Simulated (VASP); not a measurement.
Runs of VASP 6.6.1 on WC. The structure is that of space group P-6m2 (No. 187), or close to it. The cells are those of the table. 

| task | potentials or basis | cell | cutoff (eV) | gap on the mesh (eV) | pressure (GPa) |
| --- | --- | --- | --- | --- | --- |
| single point | VASP PAW PBE potentials, release 64 (W_sv, C_h) | a = 2.912, b = 2.912, c = 2.837 Å, angles 88.5, 90.0, 120.0°, 2 atoms | 910 | none | (a) |
| relaxation of shape and atoms at fixed volume | VASP PAW PBE potentials, release 64 (W_sv, C) | relaxed from a = 2.910, b = 2.910, c = 2.840 Å, angles 90.0, 90.0, 120.0°, 2 atoms | 600 | none | 1.8 |
| single point | VASP PAW PBE potentials, release 64 (W_sv, C_h) | a = 2.984, b = 2.984, c = 2.890 Å, angles 90.0, 90.0, 120.0°, 2 atoms | 910 | none | -22.3 |
| relaxation of shape and atoms at fixed volume | VASP PAW PBE potentials, release 64 (W_sv, C) | relaxed from a = 2.896, b = 2.896, c = 2.819 Å, angles 90.0, 90.0, 120.0°, 2 atoms | 600 | none | 9.0 |
| relaxation of shape and atoms at fixed volume | VASP PAW PBE potentials, release 64 (W_sv, C) | relaxed from a = 2.892, b = 2.892, c = 2.818 Å, angles 90.0, 90.0, 120.0°, 2 atoms | 600 | none | 10.4 |

Alike in all rows: level r2SCAN; no spin polarisation; k mesh 14 × 14 × 12; smearing gaussian 0.05 eV.

Task: Fill in the values left out.

Result: (a) 2.2.

Caveats: the PAW data sets were made with another functional, which shifts forces and pressure a little; spin-orbit coupling is left out, which moves the levels of the heavy elements; the cutoff is under 1.25 times the usual one of these potentials, so pressure, stress and relaxed cells hold a basis-set (Pulay) error (at least some runs); the cell stands under tension (at least some runs).

A k mesh can miss the band edges, and the runs leave out spin-orbit coupling on W.

A gap of «none» marks levels without a gap at the run's occupations.
